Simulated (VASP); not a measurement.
# PbS (Fm-3m) in VASP: a series of runs, part 2 of 2

VASP 6.6.1. The steps go on from the part before.

### 5 Single point, PBE

This run uses another cell than the first one, of 26.62 Å³/atom, 1.039 times its volume.

Input file INCAR:

```
SYSTEM = PbS
PREC = Accurate ; ENCUT = 520
EDIFF = 1E-7 ; ISMEAR = 0
SIGMA = 0.05 ; LREAL = .False.
LASPH = .True. ; NELM = 100
ALGO = Normal ; ISIF = 2
LWAVE = .False. ; LCHARG = .False.
GGA = PE ; NBANDS = 17
```

Input file KPOINTS:

```
regular mesh
0
Gamma
  10 10 10
  0 0 0
```

Input file POSCAR:

```
PbS
1.0
    0.0000000000      2.9858821875      2.9858821875
    2.9858821875      0.0000000000      2.9858821875
    2.9858821875      2.9858821875      0.0000000000
Pb S
1 1
Direct
    0.5000000000      0.5000000000      0.5000000000
    0.0000000000      0.0000000000      0.0000000000
```

Potentials or basis: VASP PAW PBE potentials, release 64 (Pb_d, S).

Launch:

```
$ cat potpaw_PBE.64/Pb_d/POTCAR potpaw_PBE.64/S/POTCAR > POTCAR
$ mpirun -np 1 vasp_std > vasp.out
```

OUTCAR:

```text
SYSTEM = PbS
   PREC = Accurate
   ENCUT = 520
   EDIFF = 1E-7
   ISMEAR = 0
   LREAL = .False.
   LASPH = .True.
   NELM = 100
   ISIF = 2
   GGA = PE

 ion  position               nearest neighbor table
   1  0.500  0.500  0.500-   2 2.99   2 2.99   2 2.99   2 2.99   2 2.99   2 2.99
   2  0.000  0.000  0.000-   1 2.99   1 2.99   1 2.99   1 2.99   1 2.99   1 2.99

  LATTYP: Found a face centered cubic cell.
 ALAT       =     5.9717643750

  Lattice vectors:

 A1 = (   0.0000000000,   2.9858821875,   2.9858821875)
 A2 = (   2.9858821875,   0.0000000000,   2.9858821875)
 A3 = (   2.9858821875,   2.9858821875,   0.0000000000)
[... 648 lines left out ...]
      5     -11.1882      2.00000
      6      -6.6638      2.00000
[... 9 lines left out ...]
     16      16.5369      0.00000
     17      17.1636      0.00000

 [... further k-points ...]
[... 5 lines left out ...]
  --------------------------------------------------------------------------------------
  -------------------------------------------------------------------------------------
  Total        0.3172765      0.3172765      0.3172765      0.0000000      0.0000000     -0.0000000
  in kB        9.5477371      9.5477371      9.5477371      0.0000000      0.0000000     -0.0000000
  external PRESSURE =       9.5477371 kB  Pullay stress =       0.0000000 kB

 VOLUME and BASIS-vectors are now :
 -----------------------------------------------------------------------------
  energy-cutoff  :      520.00
  volume of cell :       53.24
      direct lattice vectors                 reciprocal lattice vectors
     0.000000000  2.985882188  2.985882188    -0.167454698  0.167454698  0.167454698
     2.985882188  0.000000000  2.985882188     0.167454698 -0.167454698  0.167454698
     2.985882188  2.985882188  0.000000000     0.167454698  0.167454698 -0.167454698

 POSITION                                       TOTAL-FORCE (eV/Angst)
 -----------------------------------------------------------------------------------
      2.98588      2.98588      2.98588         0.000000     -0.000000     -0.000000
      0.00000      0.00000      0.00000        -0.000000      0.000000      0.000000
 -----------------------------------------------------------------------------------
    total drift:                                0.000000     -0.000000      0.000000

  FREE ENERGIE OF THE ION-ELECTRON SYSTEM (eV)
  ---------------------------------------------------
  free  energy   TOTEN  =        -8.7663737804 eV

  energy  without entropy=       -8.7663737804  energy(sigma->0) =       -8.76637378
```

OSZICAR:

```text
N       E                     dE             d eps       ncg     rms          rms(c)
DAV:   1     0.151985483994E+03    0.15199E+03   -0.98301E+03  1598   0.124E+03
DAV:   2     0.265852764767E+01   -0.14933E+03   -0.14395E+03  1684   0.307E+02
DAV:   3    -0.898798835322E+01   -0.11647E+02   -0.11542E+02  2116   0.888E+01
DAV:   4    -0.925860362881E+01   -0.27062E+00   -0.27035E+00  1948   0.149E+01
DAV:   5    -0.926735072960E+01   -0.87471E-02   -0.87459E-02  2316   0.272E+00    0.446E+00
DAV:   6    -0.876186501286E+01    0.50549E+00   -0.14480E+00  2527   0.800E+00    0.316E+00
DAV:   7    -0.876296211188E+01   -0.10971E-02   -0.14512E-01  1932   0.189E+00    0.184E+00
DAV:   8    -0.876672152447E+01   -0.37594E-02   -0.17028E-02  1859   0.140E+00    0.291E-01
DAV:   9    -0.876616291219E+01    0.55861E-03   -0.35918E-03  2515   0.514E-01    0.893E-02
DAV:  10    -0.876636648482E+01   -0.20357E-03   -0.39131E-04  1806   0.116E-01    0.621E-02
DAV:  11    -0.876637281579E+01   -0.63310E-05   -0.66883E-05  2230   0.883E-02    0.171E-02
DAV:  12    -0.876637376332E+01   -0.94753E-06   -0.43936E-06  2069   0.203E-02    0.316E-03
DAV:  13    -0.876637378041E+01   -0.17091E-07   -0.19701E-07  1980   0.418E-03
   1 F= -.87663738E+01 E0= -.87663738E+01  d E =-.194874E-10
```

stdout:

```text
POSCAR found type information on POSCAR PbS
 POSCAR found :  2 types and       2 ions
 scaLAPACK will be used
 LDA part: xc-table for (Slater+PW92), standard interpolation
 POSCAR, INCAR and KPOINTS ok, starting setup
 FFT: planning ... GRIDC
 FFT: planning ... GRID_SOFT
 FFT: planning ... GRID
 WAVECAR not read
 entering main loop
```

Wall time 20 s (1 thread of AMD EPYC 9R45 (Zen 5), shared host); peak memory 0.16 GiB.

What came out:

```yaml
Free_energy: -8.7664 eV
Pressure: 1.0 GPa
Band_gap_on_the_k_mesh: 0.44 eV, direct
```

Levels at points of the mesh, in eV from the valence-band top:
```csv
k point,band 8,band 9,band 10,band 11,band 12,band 13
"(0.00, 0.00, 0.00)",-2.05,-2.05,-2.05,5.17,5.17,5.17
"(0.50, 0.00, 0.00)",-1.68,-1.68,0.00,0.44,2.03,2.03
"(0.50, 0.50, 0.00)",-5.00,-3.29,-3.29,3.97,5.53,5.63
```

Caveat: spin-orbit coupling is left out, which moves the levels of the heavy elements. A k mesh can miss the band edges.

### 6 Single point, PBE (volume scaled by 0.980)

Input file INCAR:

```
SYSTEM = PbS
PREC     = Accurate       ! precision mode
ENCUT    = 520            ! plane-wave cutoff, eV
EDIFF    = 1E-6           ! SCF threshold, eV
ISMEAR   = 0              ! smearing method
SIGMA    = 0.05           ! smearing width, eV
LREAL    = .FALSE.        ! projectors in reciprocal space
LASPH    = .TRUE.         ! aspherical terms in the spheres
NELM     = 80             ! most SCF steps
ALGO     = Normal         ! electronic algorithm
ISIF     = 2              ! what is computed and relaxed
LWAVE    = .FALSE.        ! write WAVECAR
LCHARG   = .FALSE.        ! write CHGCAR
GGA      = PE             ! functional
NBANDS   = 17             ! bands
```

Input file KPOINTS:

```
regular mesh
0
G
  10 10 10
  0 0 0
```

Input file POSCAR:

```
PbS
1.0
    0.0000000000      2.9843665134      2.9843665134
    2.9843665134      0.0000000000      2.9843665134
    2.9843665134      2.9843665134      0.0000000000
Pb S
1 1
Direct
    0.5000000000      0.5000000000      0.5000000000
    0.0000000000      0.0000000000      0.0000000000
```

Potentials or basis: VASP PAW PBE potentials, release 64 (Pb_d, S).

Launch:

```
$ cat potpaw_PBE.64/Pb_d/POTCAR potpaw_PBE.64/S/POTCAR > POTCAR
$ mpirun -np 1 vasp_std > vasp.out
```

It took 18 s on 1 thread of AMD EPYC 9R45 (Zen 5), shared host; peak memory 0.16 GiB.

The run converged. Its results:

| Property | Result |
| --- | --- |
| Free energy | -8.7658 eV |
| Pressure | 1.0 GPa |
| Band gap on the k mesh | 0.43 eV, direct |

Levels at points of the mesh, in eV from the valence-band top:
```
           k point  band 6  band 7  band 8  band 9  band 10  band 11  band 12  band 13  band 14  band 15
(0.00, 0.00, 0.00)  -13.41   -6.05   -2.06   -2.06    -2.06     5.18     5.18     5.18     6.80     6.80
(0.50, 0.00, 0.00)  -12.21   -8.72   -1.68   -1.68     0.00     0.43     2.02     2.02     8.66    10.17
(0.50, 0.50, 0.00)  -11.81   -7.16   -5.02   -3.30    -3.30     3.96     5.53     5.63     5.63    11.18
```

Caveat: the cell differs from its parent crystal (volume scaled by 0.980); spin-orbit coupling is left out, which moves the levels of the heavy elements. A k mesh can miss the band edges.

### 7 The runs side by side

```csv
cell,gap on the mesh (eV),pressure (GPa)
"a = 4.170 Å, angles 60.0°, 2 atoms",0.30,3.3
"a = 4.192 Å, angles 60.0°, 2 atoms",0.36,2.3
"a = 4.207 Å, angles 60.0°, 2 atoms",0.40,1.6
"a = 4.223 Å, angles 60.0°, 2 atoms",0.44,1.0
"a = 4.221 Å, angles 60.0°, 2 atoms",0.43,1.0
```

Alike in all rows: task single point; level PBE; potentials or basis VASP PAW PBE potentials, release 64 (Pb_d, S); no spin polarisation; k mesh 10 × 10 × 10; cutoff (eV) 520; smearing gaussian 0.05 eV.

Caveats: spin-orbit coupling is left out, which moves the levels of the heavy elements.

Total energies depend on the potentials used, so only differences within one code and one set of settings carry meaning.
